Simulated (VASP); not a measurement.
# Ge (P4_32_12) in VASP: notebook, part 2 of 2

VASP 6.6.1. The steps go on from the part before.

### Step 4. Single point, PBEsol

This run uses another cell than the first one, of 20.38 Å³/atom, 0.947 times its volume.

The input, INCAR:

```
ALGO = Normal
EDIFF = 1E-6
ENCUT = 500
GGA = PS
GGA_COMPAT = False
ISIF = 2
ISMEAR = -1
LASPH = True
LCHARG = False
LREAL = False
LWAVE = False
NBANDS = 96
NELM = 120
PREC = Accurate
SIGMA = 0.05
```

The input, KPOINTS:

```
k-points
0
Gamma
  5 5 4
```

The input, POSCAR:

```
Ge
1.0
    5.9290476670      0.0000000000      0.0000000000
    0.0000000000      5.9290476670      0.0000000000
    0.0000000000      0.0000000000      6.9558994076
Ge
12
Direct
    0.3691816953      0.1718710268      0.7425859713
    0.3281289732      0.8691816953      0.4925859713
    0.6308183047      0.8281289732      0.2425859713
    0.6718710268      0.1308183047     -0.0074140287
    0.8691816953      0.3281289732      0.5074140287
    0.8281289732      0.6308183047      0.7574140287
    0.1308183047      0.6718710268      0.0074140287
    0.1718710268      0.3691816953      0.2574140287
    0.5883433274      0.4116566726      0.2500000000
    0.9116566726      0.9116566726      0.5000000000
    0.4116566726      0.5883433274      0.7500000000
    0.0883433274      0.0883433274      0.0000000000
```

Potentials or basis: VASP PAW PBE potentials, release 64 (Ge_d).

Started as:

```sh
$ cat potpaw_PBE.64/Ge_d/POTCAR > POTCAR
$ mpirun -np 1 vasp_std > vasp.out
```

OUTCAR:

```text
EDIFF = 1E-6
   ENCUT = 500
   GGA = PS
   ISIF = 2
   ISMEAR = -1
   LASPH = True
   LREAL = False
   NELM = 120
   PREC = Accurate

 ion  position               nearest neighbor table
   1  0.369  0.172  0.743-  11 2.48  12 2.49   2 2.51   4 2.51
   2  0.328  0.869  0.493-  10 2.48  11 2.49   1 2.51   3 2.51
   3  0.631  0.828  0.243-   9 2.48  10 2.49   2 2.51   4 2.51
   4  0.672  0.131  0.993-  12 2.48   9 2.49   1 2.51   3 2.51
   5  0.869  0.328  0.507-  10 2.48   9 2.49   6 2.51   8 2.51
   6  0.828  0.631  0.757-  11 2.48  10 2.49   5 2.51   7 2.51
   7  0.131  0.672  0.007-  12 2.48  11 2.49   6 2.51   8 2.51
   8  0.172  0.369  0.257-   9 2.48  12 2.49   5 2.51   7 2.51
   9  0.588  0.412  0.250-   3 2.48   8 2.48   5 2.49   4 2.49
  10  0.912  0.912  0.500-   2 2.48   5 2.48   3 2.49   6 2.49
  11  0.412  0.588  0.750-   1 2.48   6 2.48   2 2.49   7 2.49
  12  0.088  0.088  0.000-   4 2.48   7 2.48   1 2.49   8 2.49

  LATTYP: Found a simple tetragonal cell.
 ALAT       =     5.9290476670
 C/A-ratio  =     1.1731899958

  Lattice vectors:

 A1 = (   5.9290476670,   0.0000000000,   0.0000000000)
 A2 = (   0.0000000000,   5.9290476670,   0.0000000000)
 A3 = (   0.0000000000,   0.0000000000,   6.9558994076)

Analysis of symmetry for initial positions (statically):
=====================================================================
 Subroutine PRICEL returns:
 Original cell was already a primitive cell.

 Routine SETGRP: Setting up the symmetry group for a
 simple tetragonal supercell.

 Subroutine GETGRP returns: Found  8 space group operations
 (whereof  2 operations were pure point group operations)
 out of a pool of 16 trial point group operations.

The static configuration has the point symmetry C_2 .
 The point group associated with its full space group is D_4 .

Analysis of symmetry for dynamics (positions and initial velocities):
=====================================================================
 Subroutine PRICEL returns:
 Original cell was already a primitive cell.

 Routine SETGRP: Setting up the symmetry group for a
 simple tetragonal supercell.

 Subroutine GETGRP returns: Found  8 space group operations
 (whereof  2 operations were pure point group operations)
 out of a pool of 16 trial point group operations.

The dynamic configuration has the point symmetry C_2 .
 The point group associated with its full space group is D_4 .

 Subroutine INISYM returns: Found  8 space group operations
 (whereof  2 operations are pure point group operations),
 and found     1 'primitive' translations

----------------------------------------------------------------------------------------

                                     Primitive cell

  volume of cell :     244.5249

  direct lattice vectors                    reciprocal lattice vectors
     5.929047667  0.000000000  0.000000000     0.168661150  0.000000000  0.000000000
     0.000000000  5.929047667  0.000000000     0.000000000  0.168661150  0.000000000
     0.000000000  0.000000000  6.955899408     0.000000000  0.000000000  0.143762861

  length of vectors
     5.929047667  5.929047667  6.955899408     0.168661150  0.168661150  0.143762861

[... 75 lines left out ...]
   k-points           NKPTS =     18   k-points in BZ     NKDIM =     18   number of bands    NBANDS=     96
   number of dos      NEDOS =    301   number of ions     NIONS =     12
   total plane-waves  NPLWV = 124416
   dimension x,y,z NGX =    48 NGY =   48 NGZ =   54
   dimension x,y,z NGXF=    96 NGYF=   96 NGZF=  108
   ions per type =              12
   NGX,Y,Z   is equivalent  to a cutoff of  13.46, 13.46, 12.91 a.u.
   NGXF,Y,Z  is equivalent  to a cutoff of  26.92, 26.92, 25.81 a.u.
 SYSTEM =  unknown system
   PREC   = accura    normal or accurate (medium, high low for compatibility)
   ISTART =      0    job   : 0-new  1-cont  2-samecut
   ICHARG =      2    charge: 1-file 2-atom 10-const
   ISPIN  =      1    spin polarized calculation?
   LNONCOLLINEAR =      F non collinear calculations
   LSORBIT =      F    spin-orbit coupling
   LASPH  =      T    aspherical Exc in radial PAW
   ENCUT  =  500.0 eV  36.75 Ry    6.06 a.u.  10.81 10.81 12.68*2*pi/ulx,y,z
   NELM   =    120;   NELMIN=  2; NELMDL= -5     # of ELM steps
   EDIFF  = 0.1E-05   stopping-criterion for ELM
   LREAL  =      F    real-space projection
   EDIFFG = 0.1E-04   stopping-criterion for IOM
   NSW    =      0    number of steps for IOM
   IBRION =     -1    ionic relax: 0-MD 1-quasi-New 2-CG
   NFREE  =      0    steps in history (QN), initial steepest desc. (CG)
   ISIF   =      2    stress and relaxation
   ISYM   =      2    0-nonsym 1-usesym 2-fastsym
   POTIM  = 0.5000    time-step for ionic-motion
   TEBEG  =    0.0;   TEEND  =   0.0 temperature during run
   PSTRESS=    0.0 pullay stress
   NELECT =     168.0000    total number of electrons
   NUPDOWN=      -1.0000    fix difference up-down
   EMIN   =  10.00;   EMAX   =-10.00  energy-range for DOS
   EFERMI =   0.00;   METHOD = LEGACY
   ISMEAR =    -1;   SIGMA  =   0.05  broadening in eV -4-tet -1-fermi 0-gaus
   EFERMI_NEDOS =   21; number of points for ismear=-14 and -15
   IALGO  =     38    algorithm
   IMIX   =      4    mixing-type and parameters
     AMIX     =   0.40;   BMIX     =  1.00
     AMIX_MAG =   1.60;   BMIX_MAG =  1.00
  volume/ion in A,a.u.               =      20.38       137.51
  Fermi-wavevector in a.u.,A,eV,Ry     =   1.444564  2.729831 28.392174  2.086766
  Thomas-Fermi vector in A             =   2.562845
   LORBIT       =      0    0 simple, 1 ext, 2 COOP (PROOUT), +10 PAW based schemes
   GGA     = PS    functional components
   LHFCALC =     F    Hartree Fock is set to
   AEXX    =    0.0000 exact exchange contribution
   IVDW    =     0    specifies the selected vdW correction
   LEPSILON=     F    determine dielectric tensor
   LRPA    =     F    only Hartree local field effects (RPA)
 non-spin polarized calculation
  energy-cutoff  :      500.00
  volume of cell :      244.52
 maximum number of plane-waves:      6230
 NGX is ok and might be reduce to    48
   NGX = 21   NGY = 21   NGZ = 25

 number of electron     167.9999945 magnetization

 Free energy of the ion-electron system (eV)
  ---------------------------------------------------
  ext. energy  EPLUGINS =         0.00000000
  ---------------------------------------------------
  free energy    TOTEN  =       -57.86467428 eV

  energy without entropy =      -57.86438307  energy(sigma->0) =      -57.86452868

 E-fermi :   5.5174     XC(G=0): -10.8413

 val. band max:        5.2141502863   @ k =   0.4000   0.4000   0.0000
 cond. band min:       5.8290303897   @ k =   0.4000   0.0000   0.5000
 fundamental gap:      0.6148801034
 Fermi energy:         5.5173976647

 k-point     1 :       0.0000    0.0000    0.0000
  band No.  band energies     occupation
      1     -19.0517      2.00000
      2     -19.0244      2.00000
      3     -19.0244      2.00000
      4     -19.0060      2.00000
      5     -19.0060      2.00000
      6     -19.0048      2.00000
[... 1771 lines left out ...]
     95       9.1636      0.00000
     96       9.1636      0.00000

------------------------ aborting loop because EDIFF is reached ----------------------------------------

  FORCE on cell =-STRESS in cart. coord.  units (eV):
  Direction    XX          YY          ZZ          XY          YZ          ZX
  --------------------------------------------------------------------------------------
  -------------------------------------------------------------------------------------
  Total       -0.0799159     -0.0799159     -0.0955878      0.0000000     -0.0000000      0.0000000
  in kB       -0.5236255     -0.5236255     -0.6263107      0.0000000     -0.0000000      0.0000000
  external PRESSURE =      -0.5578539 kB  Pullay stress =       0.0000000 kB

 VOLUME and BASIS-vectors are now :
 -----------------------------------------------------------------------------
  energy-cutoff  :      500.00
  volume of cell :      244.52
      direct lattice vectors                 reciprocal lattice vectors
     5.929047667  0.000000000  0.000000000     0.168661150  0.000000000  0.000000000
     0.000000000  5.929047667  0.000000000     0.000000000  0.168661150  0.000000000
     0.000000000  0.000000000  6.955899408     0.000000000  0.000000000  0.143762861

 POSITION                                       TOTAL-FORCE (eV/Angst)
 -----------------------------------------------------------------------------------
      2.18890      1.01903      5.16535         0.003623      0.004056      0.002537
      1.94549      5.15342      3.42638        -0.004056      0.003623      0.002537
      3.74015      4.91002      1.68740        -0.003623     -0.004056      0.002537
      3.98356      0.77563      6.90433         0.004056     -0.003623      0.002537
      5.15342      1.94549      3.52952         0.003623     -0.004056     -0.002537
      4.91002      3.74015      5.26850        -0.004056     -0.003623     -0.002537
      0.77563      3.98356      0.05157        -0.003623      0.004056     -0.002537
      1.01903      2.18890      1.79055         0.004056      0.003623     -0.002537
      3.48832      2.44073      1.73897         0.000253     -0.000253      0.000000
      5.40526      5.40526      3.47795        -0.000253     -0.000253      0.000000
      2.44073      3.48832      5.21692        -0.000253      0.000253      0.000000
      0.52379      0.52379      0.00000         0.000253      0.000253      0.000000
 -----------------------------------------------------------------------------------
    total drift:                                0.000000     -0.000000     -0.000000

  FREE ENERGIE OF THE ION-ELECTRON SYSTEM (eV)
  ---------------------------------------------------
  free  energy   TOTEN  =       -57.8646742811 eV

  energy  without entropy=      -57.8643830720  energy(sigma->0) =      -57.86452868
```

Wall time 5.9 min (1 thread of Intel Xeon Platinum 8488C (Sapphire Rapids), shared host); peak memory 0.46 GiB.

Results:

```
Free energy            : -57.8647 eV
Pressure               : -0.1 GPa
Largest force          : 0.006 eV/Å
Band gap on the k mesh : 0.61 eV, indirect (least direct gap 0.71 eV)
```

Forces on the atoms (eV/Å):
```
Ge   0.004  0.004  0.003
Ge  -0.004  0.004  0.003
Ge  -0.004 -0.004  0.003
Ge   0.004 -0.004  0.003
Ge   0.004 -0.004 -0.003
Ge  -0.004 -0.004 -0.003
Ge  -0.004  0.004 -0.003
Ge   0.004  0.004 -0.003
Ge   0.000  0.000  0.000
Ge   0.000  0.000  0.000
Ge   0.000  0.000  0.000
Ge   0.000  0.000  0.000
```

Caveat: the PAW data sets were made with another functional, which shifts forces and pressure a little. A k mesh can miss the band edges.

### Step 5. Overview

```csv
level,potentials or basis,cell,cutoff (eV),gap on the mesh (eV),pressure (GPa),largest force (eV/Å)
PBE,"VASP PAW PBE potentials, release 64 (Ge_d)","a = 6.022, b = 6.022, c = 7.123 Å, 12 atoms",520,0.60,0.0,-
LDA,"VASP PAW LDA potentials, release 64 (Ge_d)","a = 5.930, b = 5.930, c = 6.980 Å, 12 atoms",520,0.63,-1.3,0.82
PBEsol,"VASP PAW PBE potentials, release 64 (Ge_d)","a = 5.929, b = 5.929, c = 6.956 Å, 12 atoms",500,0.61,-0.1,0.01
```

Alike in all rows: task single point; no spin polarisation; k mesh 5 × 5 × 4; smearing fermi-dirac 0.05 eV.

Caveats: the PAW data sets were made with another functional, which shifts forces and pressure a little (some runs).

Absolute energies hang on the potentials; compare differences alone.

### Step 6. How close it comes

Step 2. A measured gap of Ge is 0.74 eV (optical; powder; “Properties of the exotic metastable ST12 germanium allotrope”, 2017, pmc:5216117); the calculated 0.60 eV misses it by -0.14 eV. Spin-orbit coupling on Ge is left out. The value is that of PBE on a finite k mesh, which can miss the band edges, without temperature or zero-point motion. Semilocal functionals fall short of measured gaps as a rule.

Step 3. Against the measured gap of Ge, 0.74 eV (optical; powder; “Properties of the exotic metastable ST12 germanium allotrope”, 2017, pmc:5216117), the calculated 0.63 eV is off by -0.11 eV. Spin-orbit coupling on Ge is left out. The value is that of LDA on a finite k mesh, which can miss the band edges, without temperature or zero-point motion. Semilocal functionals fall short of measured gaps as a rule.
